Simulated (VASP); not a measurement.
# Ca (Fm-3m) in VASP: further runs, part 2 of 2

VASP 6.6.1. The steps go on from the part before.

## (4) Single point, r2SCAN+rVV10

This run uses another cell than the first one, of 45.24 Å³/atom.

File POSCAR:

```
Ca
1.0
    0.0000000000      2.8280634640      2.8280634640
    2.8280634640      0.0000000000      2.8280634640
    2.8280634640      2.8280634640      0.0000000000
Ca
1
Direct
    0.0000000000      0.0000000000      0.0000000000
```

File INCAR.step1:

```
  PREC = Accurate
  ENCUT = 520
  ISMEAR = -1
  SIGMA = 0.05
  LREAL = F
  LASPH = T
  NELM = 100
  NBANDS = 11
  GGA = PE
  ALGO = Normal
  EDIFF = 1E-4
  LWAVE = T
  LCHARG = F
```

File INCAR.step2:

```
  PREC = Accurate
  ENCUT = 520
  EDIFF = 1E-6
  ISMEAR = -1
  SIGMA = 0.05
  LREAL = F
  LASPH = T
  NELM = 100
  ALGO = Normal
  ISIF = 2
  LWAVE = F
  LCHARG = F
  METAGGA = R2SCAN
  LMIXTAU = T
  LUSE_VDW = T
  IVDW_NL = 2
  BPARAM = 11.95
  CPARAM = 0.0093
  NBANDS = 11
  ISTART = 1
```

File KPOINTS:

```
regular mesh
0
Gamma
  8 8 8
```

Potentials or basis: VASP PAW PBE potentials, release 64 (Ca_sv).

The run is started by

```bash
cat potpaw_PBE.64/Ca_sv/POTCAR > POTCAR
cp INCAR.step1 INCAR
mpirun -np 1 vasp_std > vasp.out
cp INCAR.step2 INCAR
mpirun -np 1 vasp_std > vasp.out
```

OUTCAR:

```text
PREC = Accurate
   ENCUT = 520
   EDIFF = 1E-6
   ISMEAR = -1
   LREAL = F
   LASPH = T
   NELM = 100
   ISIF = 2
   METAGGA = R2SCAN
   IVDW_NL = 2
   BPARAM = 11.95
   ISTART = 1

 ion  position               nearest neighbor table
   1  0.000  0.000  0.000-

  LATTYP: Found a face centered cubic cell.
 ALAT       =     5.6561269280

  Lattice vectors:

 A1 = (   0.0000000000,   2.8280634640,   2.8280634640)
 A2 = (   2.8280634640,   0.0000000000,   2.8280634640)
 A3 = (   2.8280634640,   2.8280634640,   0.0000000000)

Analysis of symmetry for initial positions (statically):
=====================================================================
 Subroutine PRICEL returns:
 Original cell was already a primitive cell.

 Routine SETGRP: Setting up the symmetry group for a
 face centered cubic supercell.

 Subroutine GETGRP returns: Found 48 space group operations
 (whereof 48 operations were pure point group operations)
 out of a pool of 48 trial point group operations.

The static configuration has the point symmetry O_h .

Analysis of symmetry for dynamics (positions and initial velocities):
=====================================================================
 Subroutine PRICEL returns:
 Original cell was already a primitive cell.

 Routine SETGRP: Setting up the symmetry group for a
 face centered cubic supercell.

 Subroutine GETGRP returns: Found 48 space group operations
 (whereof 48 operations were pure point group operations)
 out of a pool of 48 trial point group operations.

The dynamic configuration has the point symmetry O_h .

 Subroutine INISYM returns: Found 48 space group operations
 (whereof 48 operations are pure point group operations),
 and found     1 'primitive' translations

----------------------------------------------------------------------------------------

                                     Primitive cell

  volume of cell :      45.2374

  direct lattice vectors                    reciprocal lattice vectors
     0.000000000  2.828063464  2.828063464    -0.176799427  0.176799427  0.176799427
     2.828063464  0.000000000  2.828063464     0.176799427 -0.176799427  0.176799427
     2.828063464  2.828063464  0.000000000     0.176799427  0.176799427 -0.176799427

  length of vectors
     3.999485706  3.999485706  3.999485706     0.306225590  0.306225590  0.306225590

  position of ions in fractional coordinates (direct lattice)
     0.000000000  0.000000000  0.000000000

  ion indices of the primitive-cell ions
   primitive index   ion index
                 1           1

----------------------------------------------------------------------------------------

 KPOINTS: regular mesh

Automatic generation of k-mesh.
 Grid dimensions read from file:
 generate k-points for:    8    8    8

 Generating k-lattice:

  Cartesian coordinates                     Fractional coordinates (reciprocal lattice)
    -0.022099928  0.022099928  0.022099928     0.125000000  0.000000000  0.000000000
     0.022099928 -0.022099928  0.022099928     0.000000000  0.125000000  0.000000000
     0.022099928  0.022099928 -0.022099928     0.000000000  0.000000000  0.125000000

  Length of vectors
     0.038278199  0.038278199  0.038278199

  Shift w.r.t. Gamma in fractional coordinates (k-lattice)
     0.000000000  0.000000000  0.000000000

 Subroutine IBZKPT returns following result:
 ===========================================

 Found     29 irreducible k-points:

 Following reciprocal coordinates:
            Coordinates               Weight
  0.000000  0.000000  0.000000      1.000000
  0.125000  0.000000  0.000000      8.000000
  0.250000  0.000000  0.000000      8.000000
  0.375000  0.000000  0.000000      8.000000
  0.500000  0.000000  0.000000      4.000000
  0.125000  0.125000  0.000000      6.000000
[... 16 lines left out ...]
  0.500000  0.250000  0.125000     48.000000
 -0.375000  0.250000  0.125000     24.000000
 [... further k-points ...]
   k-points           NKPTS =     29   k-points in BZ     NKDIM =     29   number of bands    NBANDS=     11
   number of dos      NEDOS =    301   number of ions     NIONS =      1
   total plane-waves  NPLWV =  27000
   dimension x,y,z NGX =    30 NGY =   30 NGZ =   30
   dimension x,y,z NGXF=    60 NGYF=   60 NGZF=   60
   ions per type =               1
   NGX,Y,Z   is equivalent  to a cutoff of  12.47, 12.47, 12.47 a.u.
   NGXF,Y,Z  is equivalent  to a cutoff of  24.94, 24.94, 24.94 a.u.
 SYSTEM =  unknown system
   PREC   = accura    normal or accurate (medium, high low for compatibility)
   ISTART =      1    job   : 0-new  1-cont  2-samecut
   ICHARG =      0    charge: 1-file 2-atom 10-const
   ISPIN  =      1    spin polarized calculation?
   LNONCOLLINEAR =      F non collinear calculations
   LSORBIT =      F    spin-orbit coupling
   LASPH  =      T    aspherical Exc in radial PAW
   ENCUT  =  520.0 eV  38.22 Ry    6.18 a.u.   7.44  7.44  7.44*2*pi/ulx,y,z
   NELM   =    100;   NELMIN=  2; NELMDL=  0     # of ELM steps
   EDIFF  = 0.1E-05   stopping-criterion for ELM
   LREAL  =      F    real-space projection
   EDIFFG = 0.1E-04   stopping-criterion for IOM
   NSW    =      0    number of steps for IOM
   IBRION =     -1    ionic relax: 0-MD 1-quasi-New 2-CG
   NFREE  =      0    steps in history (QN), initial steepest desc. (CG)
   ISIF   =      2    stress and relaxation
   ISYM   =      2    0-nonsym 1-usesym 2-fastsym
   POTIM  = 0.5000    time-step for ionic-motion
   TEBEG  =    0.0;   TEEND  =   0.0 temperature during run
   PSTRESS=    0.0 pullay stress
   NELECT =      10.0000    total number of electrons
   NUPDOWN=      -1.0000    fix difference up-down
   EMIN   =  10.00;   EMAX   =-10.00  energy-range for DOS
   EFERMI =   0.00;   METHOD = LEGACY
   ISMEAR =    -1;   SIGMA  =   0.05  broadening in eV -4-tet -1-fermi 0-gaus
   EFERMI_NEDOS =   21; number of points for ismear=-14 and -15
   IALGO  =     38    algorithm
   IMIX   =      4    mixing-type and parameters
     AMIX     =   0.40;   BMIX     =  1.00
     AMIX_MAG =   1.60;   BMIX_MAG =  1.00
  volume/ion in A,a.u.               =      45.24       305.28
  Fermi-wavevector in a.u.,A,eV,Ry     =   0.989864  1.870572 13.331416  0.979831
  Thomas-Fermi vector in A             =   2.121494
   LORBIT       =      0    0 simple, 1 ext, 2 COOP (PROOUT), +10 PAW based schemes
   METAGGA = R2SCAN    functional components
   LHFCALC =     F    Hartree Fock is set to
   AEXX    =    0.0000 exact exchange contribution
   IVDW_NL    =     2    kernel type
   BPARAM     =11.9500
   IVDW    =     0    specifies the selected vdW correction
   LEPSILON=     F    determine dielectric tensor
   LRPA    =     F    only Hartree local field effects (RPA)
 non-spin polarized calculation
  energy-cutoff  :      520.00
  volume of cell :       45.24
 maximum number of plane-waves:      1243
 NGX is ok and might be reduce to    30
   NGX = 15   NGY = 15   NGZ = 15

 number of electron      10.0000000 magnetization

 Free energy of the ion-electron system (eV)
  ---------------------------------------------------
  ext. energy  EPLUGINS =         0.00000000
  ---------------------------------------------------
  free energy    TOTEN  =        -6.74427449 eV

  energy without entropy =       -6.73190444  energy(sigma->0) =       -6.73808947

 E-fermi :   1.6611     XC(G=0):  -8.0130

 val. band max:        1.6433367457   @ k =  -0.3750   0.5000   0.1250
 cond. band min:       1.6878670566   @ k =   0.5000   0.1250   0.0000
 fundamental gap:      0.0445303110
 Fermi energy:         1.6611403751

 k-point     1 :       0.0000    0.0000    0.0000
  band No.  band energies     occupation
      1     -42.1909      2.00000
      2     -22.2273      2.00000
      3     -22.2273      2.00000
      4     -22.2273      2.00000
      5      -2.4556      2.00000
      6       4.3399      0.00000
      7       4.3399      0.00000
      8       4.3399      0.00000
      9       5.3957      0.00000
     10       5.3957      0.00000
     11      11.0248      0.00000

 k-point     2 :       0.1250    0.0000    0.0000
  band No.  band energies     occupation
      1     -42.1893      2.00000
      2     -22.2442      2.00000
      3     -22.2296      2.00000
      4     -22.2296      2.00000
      5      -2.1896      2.00000
      6       4.0421      0.00000
      7       4.4277      0.00000
      8       4.4277      0.00000
      9       5.3228      0.00000
     10       5.3228      0.00000
     11      11.0828      0.00000
[... 295 lines left out ...]
 k-point    24 :      -0.3750    0.2500    0.1250
  band No.  band energies     occupation
      1     -42.1787      2.00000
      2     -22.3257      2.00000
      3     -22.2726      2.00000
      4     -22.2526      2.00000
      5       1.4492      1.97155
      6       1.5539      1.79023
      7       3.4225      0.00000
      8       4.6036      0.00000
      9       5.9030      0.00000
     10       6.4003      0.00000
     11       6.8739      0.00000

 [... further k-points ...]
[... 5 lines left out ...]
  --------------------------------------------------------------------------------------
  -------------------------------------------------------------------------------------
  Total       -0.2536451     -0.2536451     -0.2536451      0.0000000      0.0000000      0.0000000
  in kB       -8.9833763     -8.9833763     -8.9833763      0.0000000      0.0000000      0.0000000
  external PRESSURE =      -8.9833763 kB  Pullay stress =       0.0000000 kB

 VOLUME and BASIS-vectors are now :
 -----------------------------------------------------------------------------
  energy-cutoff  :      520.00
  volume of cell :       45.24
      direct lattice vectors                 reciprocal lattice vectors
     0.000000000  2.828063464  2.828063464    -0.176799427  0.176799427  0.176799427
     2.828063464  0.000000000  2.828063464     0.176799427 -0.176799427  0.176799427
     2.828063464  2.828063464  0.000000000     0.176799427  0.176799427 -0.176799427

 POSITION                                       TOTAL-FORCE (eV/Angst)
 -----------------------------------------------------------------------------------
      0.00000      0.00000      0.00000         0.000000      0.000000      0.000000
 -----------------------------------------------------------------------------------
    total drift:                               -0.000000     -0.000000      0.000000

  FREE ENERGIE OF THE ION-ELECTRON SYSTEM (eV)
  ---------------------------------------------------
  free  energy   TOTEN  =        -6.7442744862 eV

  energy  without entropy=       -6.7319044438  energy(sigma->0) =       -6.73808947
```

OSZICAR.step1:

```text
N       E                     dE             d eps       ncg     rms          rms(c)
DAV:   1     0.678335309559E+02    0.67834E+02   -0.49716E+03   638   0.808E+02
DAV:   2    -0.322517860444E+00   -0.68156E+02   -0.67479E+02   701   0.211E+02
DAV:   3    -0.188672082915E+01   -0.15642E+01   -0.15492E+01   976   0.305E+01
DAV:   4    -0.192913978432E+01   -0.42419E-01   -0.42287E-01   813   0.437E+00
DAV:   5    -0.193075359563E+01   -0.16138E-02   -0.16136E-02   905   0.586E-01    0.224E+00
DAV:   6    -0.192595203056E+01    0.48016E-02   -0.10559E-02   776   0.112E+00    0.137E+00
DAV:   7    -0.192523287618E+01    0.71915E-03   -0.16625E-02   710   0.150E+00    0.101E-01
DAV:   8    -0.192481499982E+01    0.41788E-03   -0.18597E-03   756   0.407E-01    0.212E-02
DAV:   9    -0.192482737379E+01   -0.12374E-04   -0.95583E-05   711   0.803E-02
   1 F= -.19248274E+01 E0= -.19186451E+01  d E =-.123646E-01
```

It took 2.3 min on 1 thread of Intel Xeon 8259CL, shared host; peak memory 0.29 GiB.

Results:

| Property | Result |
| --- | --- |
| Free energy | -6.7443 eV |
| Pressure | -0.9 GPa |
| Band gap on the k mesh | zero (bands 5 and 6 overlap by 0.63 eV) |

Caveat: the PAW data sets were made with another functional, which shifts forces and pressure a little.

## (5) Single point, r2SCAN+rVV10

This run uses another cell than the first one, of 46.18 Å³/atom.

File POSCAR:

```
Ca
1.0
    0.0000000000      2.8475679663      2.8475679663
    2.8475679663      0.0000000000      2.8475679663
    2.8475679663      2.8475679663      0.0000000000
Ca
1
Direct
    0.0000000000      0.0000000000      0.0000000000
```

File INCAR.step1:

```
PREC = Accurate
ENCUT = 520
ISMEAR = -1
SIGMA = 0.05
LREAL = F
LASPH = T
NELM = 100
NBANDS = 11
GGA = PE
ALGO = Normal
EDIFF = 1E-4
LWAVE = T
LCHARG = F
```

File INCAR.step2:

```
PREC = Accurate
ENCUT = 520
EDIFF = 1E-6
ISMEAR = -1
SIGMA = 0.05
LREAL = F
LASPH = T
NELM = 100
ALGO = Normal
ISIF = 2
LWAVE = F
LCHARG = F
METAGGA = R2SCAN
LMIXTAU = T
LUSE_VDW = T
IVDW_NL = 2
BPARAM = 11.95
CPARAM = 0.0093
NBANDS = 11
ISTART = 1
```

KPOINTS is that of step 4.

The run is started by

```bash
cat potpaw_PBE.64/Ca_sv/POTCAR > POTCAR
cp INCAR.step1 INCAR
mpirun -np 1 vasp_std > vasp.out
cp INCAR.step2 INCAR
mpirun -np 1 vasp_std > vasp.out
```

Run time: 2.6 min. Hardware: 1 thread of Intel Xeon 8259CL, shared host; peak memory 0.28 GiB.

Results (log left out):

```yaml
Free_energy: -6.7384 eV
Pressure: -1.2 GPa
Band_gap_on_the_k_mesh: zero (bands 5 and 6 overlap by 0.65 eV)
```

Levels at points of the mesh, in eV from the Fermi level:
| k point | band 1 | band 2 | band 3 | band 4 | band 5 | band 6 | band 7 | band 8 | band 9 | band 10 |
| --- | --- | --- | --- | --- | --- | --- | --- | --- | --- | --- |
| (0.00, 0.00, 0.00) | -43.90 | -23.94 | -23.94 | -23.94 | -4.08 | 2.65 | 2.65 | 2.65 | 3.68 | 3.68 |
| (0.50, 0.00, 0.00) | -43.90 | -24.05 | -23.96 | -23.96 | -0.86 | -0.29 | 2.52 | 2.52 | 4.33 | 4.33 |
| (0.50, 0.50, 0.00) | -43.89 | -24.04 | -23.98 | -23.98 | -0.27 | 0.84 | 0.86 | 4.32 | 4.50 | 4.50 |

Caveat: the PAW data sets were made with another functional, which shifts forces and pressure a little.

## (6) Summary

```csv
level,cell,smearing,gap on the mesh (eV),pressure (GPa)
PBE+D4,"a = 3.952 Å, angles 60.0°, 1 atom",fermi-dirac 0.1 eV,none,-1.1
r2SCAN+rVV10,"a = 3.972 Å, angles 60.0°, 1 atom",fermi-dirac 0.05 eV,none,-0.6
r2SCAN+rVV10,"a = 3.999 Å, angles 60.0°, 1 atom",fermi-dirac 0.05 eV,none,-0.9
r2SCAN+rVV10,"a = 4.027 Å, angles 60.0°, 1 atom",fermi-dirac 0.05 eV,none,-1.2
```

Alike in all rows: task single point; potentials or basis VASP PAW PBE potentials, release 64 (Ca_sv); no spin polarisation; k mesh 8 × 8 × 8; cutoff (eV) 520.

Caveats: the PAW data sets were made with another functional, which shifts forces and pressure a little (at least some runs).

Total energies depend on the potentials used, so only differences within one code and one set of settings carry meaning.
